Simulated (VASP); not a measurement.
Runs of VASP 6.6.1 on LiCl. The structure is that of space group I4/mmm (No. 139), or close to it. The cells are those of the table. 

```csv
cell,gap on the mesh (eV)
"a = 3.583, b = 3.583, c = 3.729 Å, angles 58.6, 58.6, 62.7°, 2 atoms",(a)
"a = 3.553, b = 3.553, c = 3.829 Å, angles 57.4, 57.4, 65.2°, 2 atoms",6.19
"a = 3.957, b = 3.957, c = 3.232 Å, angles 65.9, 65.9, 48.2°, 2 atoms",5.88
"a = 3.854, b = 3.854, c = 3.323 Å, angles 64.5, 64.5, 51.1°, 2 atoms",6.13
"a = 3.770, b = 3.770, c = 3.413 Å, angles 63.1, 63.1, 53.8°, 2 atoms",6.27
"a = 3.526, b = 3.526, c = 4.072 Å, angles 54.7, 54.7, 70.5°, 2 atoms",(c)
"a = 4.039, b = 4.039, c = 3.169 Å, angles 66.9, 66.9, 46.2°, 2 atoms",5.67
"a = 3.604, b = 3.604, c = 3.677 Å, angles 59.3, 59.3, 61.3°, 2 atoms",(b)
"a = 3.531, b = 3.531, c = 4.187 Å, angles 53.6, 53.6, 72.7°, 2 atoms",6.04
"a = 3.534, b = 3.534, c = 3.940 Å, angles 56.1, 56.1, 67.8°, 2 atoms",6.13
"a = 3.694, b = 3.694, c = 3.514 Å, angles 61.6, 61.6, 56.8°, 2 atoms",6.24
```

Alike in all rows: task single point; level PBE; potentials or basis VASP PAW PBE potentials, release 64 (Li_sv, Cl); no spin polarisation; k mesh 8 × 8 × 8; cutoff (eV) 520; smearing gaussian 0.05 eV.

Task: Estimate the missing entries.

Result: (a) 6.26; (b) 6.30; (c) 6.09.

A k mesh can miss the band edges.
